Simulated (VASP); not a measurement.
LaIn, 2 atoms in the cell. It takes space group Pm-3m (No. 221, cubic). The conventional cell has a = 3.873 Å, b = 3.873 Å, c = 3.873 Å, α = 90.00°, β = 90.00°, γ = 90.00°. La (site symmetry m-3m) has 8 In at 3.35 Å and 6 La at 3.87 Å within 4.4 Å. In (site symmetry m-3m) has 8 La at 3.35 Å and 6 In at 3.87 Å within 4.4 Å. 

```yaml
Program: VASP 6.6.1
Task: single point
Functional: PBEsol
Potentials_or_basis: VASP PAW PBE potentials, release 64 (La, In_d)
Cutoff: 520 eV
k_mesh: 7 × 7 × 7
Occupations: methfessel-paxton, width 0.1 eV
Spin: no spin polarisation
Dipole_correction: no
Further_INCAR_settings: ALGO = Normal; EDIFF = 1e-06; NBANDS = 19
```

Potentials or basis: VASP PAW PBE potentials, release 64 (La, In_d).

Command:

```console
$ cat potpaw_PBE.64/La/POTCAR potpaw_PBE.64/In_d/POTCAR > POTCAR
$ mpirun -np 1 vasp_std > vasp.out
```

Hardware: 1 thread of Intel(R) Xeon(R) Platinum 8375C CPU @ 2.90GHz (Ice Lake), on a shared host.

Q: How long does it take, and how much memory?

A: It took 34 s on 1 thread of Intel(R) Xeon(R) Platinum 8375C CPU @ 2.90GHz (Ice Lake), on a shared host, peak memory 0.19 GiB. Counts: scf iterations 14, k points 20.
